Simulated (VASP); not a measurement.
Write the native input for VASP 6.6.1 that does the following.

- Task: single point
- Functional: r2SCAN
- Potentials or basis: VASP PAW PBE potentials, release 64 (Mn_pv, Si)
- Cutoff: 520 eV
- k mesh: 8 × 8 × 8
- Occupations: gaussian, width 0.05 eV
- Spin: collinear spin, ferromagnetic start
- Starting moments: [2.4, 2.4, 2.4, 2.4, 0.0, 0.0, 0.0, 0.0] μB
- Dipole correction: no
- Further INCAR settings: ALGO = Normal; EDIFF = 1e-07; NBANDS = 48

MnSi:

```
Mn Si
1.0
     4.52545    0.00000    0.00000
     0.00000    4.52545    0.00000
     0.00000    0.00000    4.52545
Mn Si
4 4
Direct
  0.13962 0.13962 0.13962
  0.36038 0.86038 0.63962
  0.63962 0.36038 0.86038
  0.86038 0.63962 0.36038
  0.84556 0.84556 0.84556
  0.65444 0.15444 0.34556
  0.34556 0.65444 0.15444
  0.15444 0.34556 0.65444
```

The input as run:

POSCAR

```
MnSi
1.0
    4.5254543880      0.0000000000      0.0000000000
    0.0000000000      4.5254543880      0.0000000000
    0.0000000000      0.0000000000      4.5254543880
Mn Si
4 4
Direct
    0.1396225195      0.1396225195      0.1396225195
    0.3603774805      0.8603774805      0.6396225195
    0.6396225195      0.3603774805      0.8603774805
    0.8603774805      0.6396225195      0.3603774805
    0.8455604233      0.8455604233      0.8455604233
    0.6544395767      0.1544395767      0.3455604233
    0.3455604233      0.6544395767      0.1544395767
    0.1544395767      0.3455604233      0.6544395767
```

INCAR.step1

```
SYSTEM = MnSi
ALGO = Normal
EDIFF = 1E-4
ENCUT = 520
GGA = PE
ISMEAR = 0
ISPIN = 2
LASPH = .TRUE.
LCHARG = .FALSE.
LMAXMIX = 4
LREAL = .FALSE.
LWAVE = .TRUE.
MAGMOM = 2.4 2.4 2.4 2.4 0 0 0 0
NBANDS = 48
NELM = 150
PREC = Accurate
SIGMA = 0.05
```

INCAR.step2

```
SYSTEM = MnSi
ALGO = Normal
EDIFF = 1E-7
ENCUT = 520
ISIF = 2
ISMEAR = 0
ISPIN = 2
ISTART = 1
LASPH = .TRUE.
LCHARG = .FALSE.
LMAXMIX = 4
LMIXTAU = .TRUE.
LORBIT = 11
LREAL = .FALSE.
LWAVE = .FALSE.
MAGMOM = 2.4 2.4 2.4 2.4 0 0 0 0
METAGGA = R2SCAN
NBANDS = 48
NELM = 150
PREC = Accurate
SIGMA = 0.05
```

KPOINTS

```
k-points
0
G
  8 8 8
  0 0 0
```

Potentials or basis: VASP PAW PBE potentials, release 64 (Mn_pv, Si).

The run is started by

```sh
$ cat potpaw_PBE.64/Mn_pv/POTCAR potpaw_PBE.64/Si/POTCAR > POTCAR
$ cp INCAR.step1 INCAR
$ mpirun -np 1 vasp_std > vasp.out
$ cp INCAR.step2 INCAR
$ mpirun -np 1 vasp_std > vasp.out
```

It gave:

```yaml
Pressure: -6.6 GPa
Largest_force: 0.539 eV/Å
Band_gap_on_the_k_mesh: zero (filled and empty bands overlap)
Net_moment: 4.00 μB per cell
Site_moments: Mn +1.14; Si -0.08 μB
Valence_electrons_inside_the_program's_atomic_spheres: Mn 12.01; Si 1.64
```

Caveat: the cell stands under tension; the PAW data sets were made with another functional, which shifts forces and pressure a little.

It took 20 min on 1 thread of Oxide Virtual Turin-like Processor (shared host), peak memory 0.41 GiB.
